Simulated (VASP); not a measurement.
# Mg2C (Fmmm) in VASP: further runs, part 2 of 2

VASP 6.6.1.

## Step 3: Single point, PBE

This run uses another cell than the first one, of 15.04 Å³/atom.

INCAR

```
SYSTEM = Mg2C
PREC = Accurate
ENCUT = 520
EDIFF = 1E-7
ISMEAR = 0
SIGMA = 0.1
LREAL = .False.
LASPH = .True.
NELM = 80
ALGO = Fast
ISIF = 2
LWAVE = .False.
LCHARG = .False.
GGA = PE
NBANDS = 11
```

KPOINTS

```
Automatic mesh
0
Gamma
  16 16 16
  0 0 0
```

POSCAR

```
Mg2C
1.0
    0.0000000000      2.2320434397      5.4511362843
    1.8540934891      0.0000000000      5.4511362843
    1.8540934891      2.2320434397      0.0000000000
Mg C
2 1
Direct
    0.1222913392      0.1222913392      0.8777086608
    0.8777086608      0.8777086608      0.1222913392
    0.5000000000      0.5000000000      0.5000000000
```

Potentials or basis: VASP PAW PBE potentials, release 64 (Mg, C).

Started as:

```sh
$ cat potpaw_PBE.64/Mg/POTCAR potpaw_PBE.64/C/POTCAR > POTCAR
$ mpirun -np 1 vasp_std > vasp.out
```

OUTCAR:

```text
SYSTEM = Mg2C
   PREC = Accurate
   ENCUT = 520
   EDIFF = 1E-7
   ISMEAR = 0
   LREAL = .False.
   LASPH = .True.
   NELM = 80
   ISIF = 2
   GGA = PE

 ion  position               nearest neighbor table
   1  0.122  0.122  0.878-   3 2.28   3 2.28   3 2.60   3 2.60   2 2.67   2 3.35   2 3.35   2 3.57
                             2 3.57
   2  0.878  0.878  0.122-   3 2.28   3 2.28   3 2.60   3 2.60   1 2.67   1 3.35   1 3.35   1 3.57
                             1 3.57
   3  0.500  0.500  0.500-   1 2.28   1 2.28   2 2.28   2 2.28   2 2.60   1 2.60   1 2.60   2 2.60

  LATTYP: Found a face centered orthorhombic cell.
 ALAT       =     3.7081869782
 B/A-ratio  =     1.2038462207
 C/A-ratio  =     2.9400547040

  Lattice vectors:

 A1 = (   0.0000000000,   2.2320434397,   5.4511362843)
 A2 = (   1.8540934891,   0.0000000000,   5.4511362843)
 A3 = (   1.8540934891,   2.2320434397,   0.0000000000)

Analysis of symmetry for initial positions (statically):
=====================================================================
 Subroutine PRICEL returns:
 Original cell was already a primitive cell.

 Routine SETGRP: Setting up the symmetry group for a
 face centered orthorhombic supercell.

 Subroutine GETGRP returns: Found  8 space group operations
 (whereof  8 operations were pure point group operations)
 out of a pool of  8 trial point group operations.

The static configuration has the point symmetry D_2h.

Analysis of symmetry for dynamics (positions and initial velocities):
=====================================================================
 Subroutine PRICEL returns:
 Original cell was already a primitive cell.

 Routine SETGRP: Setting up the symmetry group for a
 face centered orthorhombic supercell.

 Subroutine GETGRP returns: Found  8 space group operations
 (whereof  8 operations were pure point group operations)
 out of a pool of  8 trial point group operations.

The dynamic configuration has the point symmetry D_2h.

 Subroutine INISYM returns: Found  8 space group operations
 (whereof  8 operations are pure point group operations),
[... 129 lines left out ...]
 non-spin polarized calculation
 RMM-DIIS sequential band-by-band and
 Gauss-broadening in eV      SIGMA  =   0.10
  energy-cutoff  :      520.00
  volume of cell :       45.12
 maximum number of plane-waves:      1240
 NGX is ok and might be reduce to    48
   NGX = 21   NGY = 21   NGZ = 11

 number of electron       8.0000000 magnetization

 Free energy of the ion-electron system (eV)
  ---------------------------------------------------
  ext. energy  EPLUGINS =         0.00000000
  ---------------------------------------------------
  free energy    TOTEN  =        -9.97392144 eV

  energy without entropy =       -9.96657174  energy(sigma->0) =       -9.97024659

 E-fermi :   3.7895     XC(G=0):  -9.5656

 val. band max:        3.7887143922   @ k =   0.2500   0.5000   0.1250
 cond. band min:       3.7927719524   @ k =   0.1875   0.4375   0.1250
 fundamental gap:      0.0040575602
 Fermi energy:         3.7895032910

 k-point     1 :       0.0000    0.0000    0.0000
  band No.  band energies     occupation
      1      -8.0050      2.00000
      2      -0.6910      2.00000
      3      -0.4501      2.00000
      4       4.3678      0.00000
      5       5.5691      0.00000
      6       9.5540      0.00000
      7      10.7232      0.00000
      8      12.7428      0.00000
      9      13.7902      0.00000
     10      13.9120      0.00000
     11      15.1749      0.00000
[... 309 lines left out ...]
 k-point    24 :      -0.0625    0.0625   -0.0000
  band No.  band energies     occupation
      1      -7.7906      2.00000
      2      -0.4613      2.00000
      3      -0.2009      2.00000
      4       3.5639      1.99858
      5       5.2307      0.00000
      6       9.4696      0.00000
      7      11.3622      0.00000
      8      11.4634      0.00000
      9      13.1677      0.00000
     10      14.0024      0.00000
     11      15.0460      0.00000

 [... further k-points ...]

------------------------ aborting loop because EDIFF is reached ----------------------------------------

  FORCE on cell =-STRESS in cart. coord.  units (eV):
  Direction    XX          YY          ZZ          XY          YZ          ZX
  --------------------------------------------------------------------------------------
  -------------------------------------------------------------------------------------
  Total       -0.0362319     -0.0790391     -0.0542667      0.0000000      0.0000000      0.0000000
  in kB       -1.2866202     -2.8067334     -1.9270498      0.0000000      0.0000000      0.0000000
  external PRESSURE =      -2.0068011 kB  Pullay stress =       0.0000000 kB

 VOLUME and BASIS-vectors are now :
 -----------------------------------------------------------------------------
  energy-cutoff  :      520.00
  volume of cell :       45.12
      direct lattice vectors                 reciprocal lattice vectors
     0.000000000  2.232043440  5.451136284    -0.269673564  0.224009977  0.091723995
     1.854093489  0.000000000  5.451136284     0.269673564 -0.224009977  0.091723995
     1.854093489  2.232043440  0.000000000     0.269673564  0.224009977 -0.091723995

 POSITION                                       TOTAL-FORCE (eV/Angst)
 -----------------------------------------------------------------------------------
      1.85409      2.23204      1.33325        -0.000000      0.000000      0.001106
      1.85409      2.23204      9.56902        -0.000000      0.000000     -0.001106
      1.85409      2.23204      5.45114         0.000000      0.000000     -0.000000
 -----------------------------------------------------------------------------------
    total drift:                               -0.000000     -0.000000     -0.000000

  FREE ENERGIE OF THE ION-ELECTRON SYSTEM (eV)
  ---------------------------------------------------
  free  energy   TOTEN  =        -9.9739214396 eV

  energy  without entropy=       -9.9665717395  energy(sigma->0) =       -9.97024659
```

OSZICAR:

```text
N       E                     dE             d eps       ncg     rms          rms(c)
DAV:   1     0.111013889198E+02    0.11101E+02   -0.31126E+03 13662   0.576E+02
DAV:   2    -0.107262429580E+02   -0.21828E+02   -0.20329E+02 17722   0.883E+01
DAV:   3    -0.124564652250E+02   -0.17302E+01   -0.16921E+01 16730   0.230E+01
DAV:   4    -0.124706569997E+02   -0.14192E-01   -0.14183E-01 15357   0.254E+00
DAV:   5    -0.124707480959E+02   -0.91096E-04   -0.91095E-04 16637   0.206E-01    0.741E+00
RMM:   6    -0.105289981312E+02    0.19417E+01   -0.31859E+00 14757   0.746E+00    0.387E+00
RMM:   7    -0.100032099097E+02    0.52579E+00   -0.30307E-01 14055   0.268E+00    0.155E+00
RMM:   8    -0.100159184442E+02   -0.12709E-01   -0.21410E-01 14631   0.246E+00    0.101E+00
RMM:   9    -0.997585583087E+01    0.40063E-01   -0.19702E-02 15845   0.778E-01    0.334E-01
RMM:  10    -0.997554541098E+01    0.31042E-03   -0.88145E-04 16809   0.199E-01    0.305E-01
RMM:  11    -0.997390782794E+01    0.16376E-02   -0.38236E-03 16428   0.299E-01    0.302E-02
RMM:  12    -0.997394010714E+01   -0.32279E-04   -0.44979E-04 16650   0.129E-01    0.284E-02
RMM:  13    -0.997392305625E+01    0.17051E-04   -0.25539E-05 16041   0.341E-02    0.831E-03
RMM:  14    -0.997392158356E+01    0.14727E-05   -0.82331E-06 16146   0.160E-02    0.661E-03
RMM:  15    -0.997392168825E+01   -0.10469E-06   -0.16177E-06 17309   0.641E-03    0.295E-03
RMM:  16    -0.997392147297E+01    0.21527E-06   -0.17034E-07 14238   0.231E-03    0.113E-03
RMM:  17    -0.997392143959E+01    0.33383E-07   -0.85943E-08 11073   0.162E-03
   1 F= -.99739214E+01 E0= -.99702466E+01  d E =-.734970E-02
```

Wall time 18 min (1 thread of Oxide Virtual Turin-like, shared host); peak memory 0.45 GiB.

What came out:

| Item | Value |
| --- | --- |
| Free energy | -9.9739 eV |
| Pressure | -0.2 GPa |
| Band gap on the k mesh | zero (bands 4 and 5 overlap by 1.99 eV) |

The gap in the log of VASP goes by the Fermi energy; the results here count the filled bands.